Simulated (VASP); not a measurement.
## TaN: single point with LDA+U

Crystal: TaN.

```
Ta N
1.0
     2.93800    0.00000    0.00000
    -1.46900    2.54438    0.00000
     0.00000    0.00000    2.88300
Ta N
1 1
Direct
  0.00000 0.00000 0.50000
  0.66667 0.33333 0.00000
```

- Program: VASP 6.6.1
- Task: single point
- Functional: LDA
- Potentials or basis: VASP PAW LDA potentials, release 64 (Ta_sv_GW, N)
- Cutoff: 600 eV
- k mesh: 10 × 10 × 9
- Occupations: fermi-dirac, width 0.05 eV
- Spin: no spin polarisation
- Hubbard terms: Ta d U = 6.0 eV

| Property | Result |
| --- | --- |
| Pressure | 9.8 GPa |
| Band gap on the k mesh | zero (band 9 reaches 13.38 eV, above the bottom of band 10 at 13.03 eV) |

Stress tensor (GPa, compression positive):
```
 9.51  0.00  0.00
 0.00  9.51  0.00
 0.00  0.00 10.25
```

Levels at points of the mesh, in eV from the Fermi level:
```
           k point  band 5  band 6  band 7  band 8  band 9  band 10  band 11  band 12  band 13  band 14
(0.00, 0.00, 0.00)  -18.26   -4.92   -4.92   -4.60   -3.55     1.48     3.31     3.31     4.46     4.46
(0.50, 0.00, 0.00)  -15.81   -8.97   -5.43   -3.78   -3.75     3.41     3.77     5.12     5.29     6.54
```

Eigenvalues of the final occupation matrices:
| site | spin | trace | eigenvalues |
| --- | --- | --- | --- |
| site 1 d | 1 | 1.11 | 0.16 0.16 0.24 0.24 0.30 |
| site 1 d | 2 | 1.11 | 0.16 0.16 0.24 0.24 0.30 |

Wall time 14 s on 1 thread of Intel(R) Xeon(R) 6975P-C (Granite Rapids) (shared host), peak memory 0.15 GiB.

Caveat: spin-orbit coupling is left out, which moves the levels of the heavy elements; U without spin polarisation on a metal has little footing.
